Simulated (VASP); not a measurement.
Here is a VASP 6.6.1 calculation.

The input POSCAR:

```
AlN
1.0
    0.0000000000      2.1396954177      2.1396954177
    2.1396954177      0.0000000000      2.1396954177
    2.1396954177      2.1396954177      0.0000000000
Al N
1 1
Direct
    0.0000000000      0.0000000000      0.0000000000
    0.2500000000      0.2500000000      0.2500000000
```

The input INCAR.step1:

```
  ALGO = Normal
  EDIFF = 1E-5
  ENCUT = 520
  GGA = PE
  ISIF = 2
  ISMEAR = -1
  LASPH = T
  LCHARG = F
  LREAL = F
  LWAVE = T
  NBANDS = 11
  NELM = 60
  PREC = Accurate
  SIGMA = 0.05
```

File INCAR.step2:

```
  ALGO = Normal
  EDIFF = 1E-7
  ENCUT = 520
  GGA = PE
  HFSCREEN = 0.2079
  ISIF = 2
  ISMEAR = -1
  ISTART = 1
  LASPH = T
  LCHARG = F
  LHFCALC = T
  LREAL = F
  LWAVE = F
  NBANDS = 11
  NELM = 60
  PREC = Accurate
  PRECFOCK = Normal
  SIGMA = 0.05
```

The input KPOINTS:

```
k-points
0
Gamma
  4 4 4
```

Potentials or basis: VASP PAW PBE potentials, release 64 (Al, N).

Run with:

```console
$ cat potpaw_PBE.64/Al/POTCAR potpaw_PBE.64/N/POTCAR > POTCAR
$ cp INCAR.step1 INCAR
$ mpirun -np 1 vasp_std > vasp.out
$ cp INCAR.step2 INCAR
$ mpirun -np 1 vasp_std > vasp.out
```

Problem. What does it give for the band gap on the k mesh?

Solution. 4.61 eV, indirect (least direct gap 6.18 eV).

Problem. What does it give for the pressure?

Solution. 14.1 GPa.

Caveat: the k points lie up to 0.64 Å⁻¹ apart; the PAW data sets were made with another functional, which shifts forces and pressure a little. A k mesh can miss the band edges.
